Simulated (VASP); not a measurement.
Set up this calculation in VASP 6.6.1, as the native input.

```yaml
Task: single point
Functional: PBE
Potentials_or_basis: VASP PAW PBE potentials, release 64 (Ag, I, O)
Cutoff: 520 eV
k_mesh: 4 × 4 × 4
Occupations: gaussian, width 0.1 eV
Spin: no spin polarisation
Dipole_correction: no
Further_INCAR_settings: ALGO = Normal; EDIFF = 1e-06; NBANDS = 31
```

The structure of Ag3IO lies in POSCAR:

```
Ag3IO
1.0
    4.6586357733      0.0000000000      0.0000000000
    0.0000000000      4.6586357733      0.0000000000
    0.0000000000      0.0000000000      4.6586357733
Ag I O
3 1 1
Direct
    0.5000000000      0.0000000000      0.0000000000
    0.0000000000      0.5000000000      0.0000000000
    0.0000000000      0.0000000000      0.5000000000
    0.5000000000      0.5000000000      0.5000000000
    0.0000000000      0.0000000000      0.0000000000
```

These files were run (other wordings do the same):

INCAR

```
PREC = Accurate ; ENCUT = 520
EDIFF = 1E-6 ; ISMEAR = 0
SIGMA = 0.1 ; LREAL = F
LASPH = T ; NELM = 80
ALGO = Normal ; ISIF = 2
LWAVE = F ; LCHARG = F
GGA = PE ; NBANDS = 31
```

KPOINTS

```
Automatic mesh
0
Gamma
  4 4 4
```

Potentials or basis: VASP PAW PBE potentials, release 64 (Ag, I, O).

Command:

```sh
$ cat potpaw_PBE.64/Ag/POTCAR potpaw_PBE.64/I/POTCAR potpaw_PBE.64/O/POTCAR > POTCAR
$ mpirun -np 1 vasp_std > vasp.out
```

Results of the run:

The pressure is -0.1 GPa. The band gap on the k mesh is zero (band 23 reaches 5.67 eV, above the bottom of band 24 at 4.89 eV).

Caveat: spin-orbit coupling is left out, which moves the levels of the heavy elements.

It used 68 s of CPU time on 1 thread of AMD EPYC 7R13 Processor (Zen 3) (shared host).
